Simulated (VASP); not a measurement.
# AlGa3O6: single point with PBE

AlGa3O6:

```
Al Ga O
1.0
     3.05397    0.00144    0.00083
     0.58144    4.92112    0.00264
     0.44255    1.50651    7.87274
Al Ga O
1 3 6
Direct
  0.62272 0.33226 0.10044
  0.28587 0.96018 0.84214
  0.21192 0.80200 0.28300
  0.75208 0.48139 0.64536
  0.71610 0.69667 0.40879
  0.36929 0.67888 0.07923
  0.29046 0.27435 0.63417
  0.81782 0.76275 0.76277
  0.73365 0.17756 0.92016
  0.13147 0.19066 0.21223
```

```
Program                : VASP 6.6.1
Task                   : single point
Functional             : PBE
Potentials or basis    : VASP PAW PBE potentials, release 64 (Al, Ga_d, O)
Cutoff                 : 600 eV
k mesh                 : 10 × 6 × 4
Occupations            : gaussian, width 0.02 eV
Spin                   : no spin polarisation
Dipole correction      : no
Further INCAR settings : ALGO = Normal; EDIFF = 1e-06; NBANDS = 50
```

```yaml
Pressure: 0.1 GPa
Largest_force: 0.051 eV/Å
Band_gap_on_the_k_mesh: 2.42 eV (least direct gap 2.43 eV)
```

Forces on the atoms (eV/Å):
```
Al   0.001  0.005  0.020
Ga  -0.013 -0.017  0.004
Ga  -0.007 -0.005  0.027
Ga  -0.007 -0.004  0.006
O   -0.002  0.002 -0.001
O    0.007 -0.023 -0.016
O    0.005 -0.019 -0.024
O    0.014 -0.016 -0.005
O    0.008  0.036  0.019
O   -0.005  0.041 -0.030
```

Stress tensor (GPa, compression positive):
```
0.22 0.01 0.00
0.01 0.16 0.04
0.00 0.04 0.07
```

Levels at points of the mesh, in eV from the valence-band top:
```
           k point  band 36  band 37  band 38  band 39  band 40  band 41  band 42  band 43
(0.00, 0.00, 0.00)    -0.42    -0.37    -0.13    -0.01     2.42     5.42     6.45     6.92
(0.50, 0.00, 0.00)    -1.11    -0.76    -0.42    -0.11     5.82     6.61     7.15     7.66
(0.00, 0.50, 0.00)    -0.44    -0.36    -0.18    -0.01     4.36     5.42     5.83     6.42
(0.50, 0.50, 0.00)    -0.92    -0.86    -0.53    -0.20     5.96     6.54     7.12     7.60
(0.00, 0.00, 0.50)    -0.55    -0.45    -0.25    -0.12     3.76     3.86     7.06     7.18
(0.50, 0.00, 0.50)    -1.24    -0.75    -0.37    -0.08     6.19     6.35     6.90     7.82
(0.00, 0.50, 0.50)    -0.44    -0.34    -0.28    -0.11     4.55     5.28     6.15     6.32
(0.50, 0.50, 0.50)    -0.94    -0.80    -0.33    -0.14     5.71     6.83     6.92     7.67
```

Wall time 9 min on 1 thread of AMD EPYC 9R45 96-Core Processor (Zen 5), on a shared host, peak memory 0.7 GiB.

A k mesh can miss the band edges.
